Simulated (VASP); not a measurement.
Here is a VASP 6.6.1 calculation.

Contents of INCAR:

```
ALGO     = Normal         # electronic algorithm
EDIFF    = 1E-7           # SCF threshold, eV
ENCUT    = 520            # plane-wave cutoff, eV
GGA      = PE             # functional
ISIF     = 2              # what is computed and relaxed
ISMEAR   = 0              # smearing method
LASPH    = True           # aspherical terms in the spheres
LCHARG   = True           # write CHGCAR
LELF     = True           # ELF
LREAL    = False          # projectors in reciprocal space
LVHAR    = True         
LWAVE    = False          # write WAVECAR
NBANDS   = 46             # bands
NELM     = 80             # most SCF steps
PREC     = Accurate       # precision mode
SIGMA    = 0.01           # smearing width, eV
```

KPOINTS

```
k-points
0
Gamma
  6 6 6
```

POSCAR

```
Ga4As3P
1.0
   -2.7838317550      2.7838317550      5.5664492890
    2.7838317550     -2.7838317550      5.5664492890
    2.7838317550      2.7838317550     -5.5664492890
P Ga As
1 4 3
Direct
    0.0000000000      0.0000000000      0.0000000000
    0.6338754881      0.6338754881      0.5131786185
    0.8793031304      0.3661245119      0.0000000000
    0.1206968696      0.1206968696      0.4868213815
    0.3661245119      0.8793031304      0.0000000000
    0.2500000000      0.7500000000      0.5000000000
    0.5000000000      0.5000000000      0.0000000000
    0.7500000000      0.2500000000      0.5000000000
```

Potentials or basis: VASP PAW PBE potentials, release 64 (P, Ga_d, As).

Launch:

```console
$ cat potpaw_PBE.64/P/POTCAR potpaw_PBE.64/Ga_d/POTCAR potpaw_PBE.64/As/POTCAR > POTCAR
$ mpirun -np 1 vasp_std > vasp.out
```

**Question.** What does it give for the pressure?

**Answer.** 4.8 GPa.

**Question.** Predict the band gap on the k mesh.

**Answer.** 0.97 eV.

**Question.** Estimate the largest force.

**Answer.** 0.027 eV/Å.

Forces in eV/Å, atoms in the order of the input:
```
P    0.000  0.000  0.000
Ga   0.012  0.012  0.020
Ga  -0.012  0.012 -0.020
Ga  -0.012 -0.012  0.020
Ga   0.012 -0.012 -0.020
As   0.000  0.000  0.000
As   0.000  0.000  0.000
As   0.000  0.000  0.000
```

Caveat: the cell stands under pressure. A k mesh can miss the band edges.
